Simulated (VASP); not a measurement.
Here is a VASP 6.6.1 calculation.

The input INCAR:

```
SYSTEM = Fe
PREC = Accurate
ENCUT = 520
EDIFF = 1E-6
ISMEAR = -1
SIGMA = 0.15
LREAL = .FALSE.
LASPH = .TRUE.
NELM = 150
ALGO = Normal
ISIF = 2
LWAVE = .FALSE.
LCHARG = .FALSE.
ISPIN = 2
MAGMOM = 2.4
LORBIT = 11
LMAXMIX = 4
GGA = PE
IVDW = 13
NBANDS = 14
```

The input KPOINTS:

```
Automatic mesh
0
G
  11 11 11
  0 0 0
```

Contents of POSCAR:

```
Fe
1.0
   -0.0128625000      1.7150000000      1.7150000000
    1.7150000000     -0.0128625000      1.7150000000
    1.7021375000      1.7021375000      0.0000000000
Fe
1
Direct
    0.0000000000      0.0000000000      0.0000000000
```

Potentials or basis: VASP PAW PBE potentials, release 64 (Fe).

Run with:

```console
$ cat potpaw_PBE.64/Fe/POTCAR > POTCAR
$ mpirun -np 1 vasp_std > vasp.out
```

Problem. Predict the net moment.

Solution. 0.59 μB per cell.

Problem. What does it give for the pressure?

Solution. 2.7 GPa.

Stress tensor (GPa, compression positive):
```
2.76 3.35 0.00
3.35 2.76 0.00
0.00 0.00 2.69
```

Caveat: pairwise dispersion overbinds metals, which lowers pressure and volume.
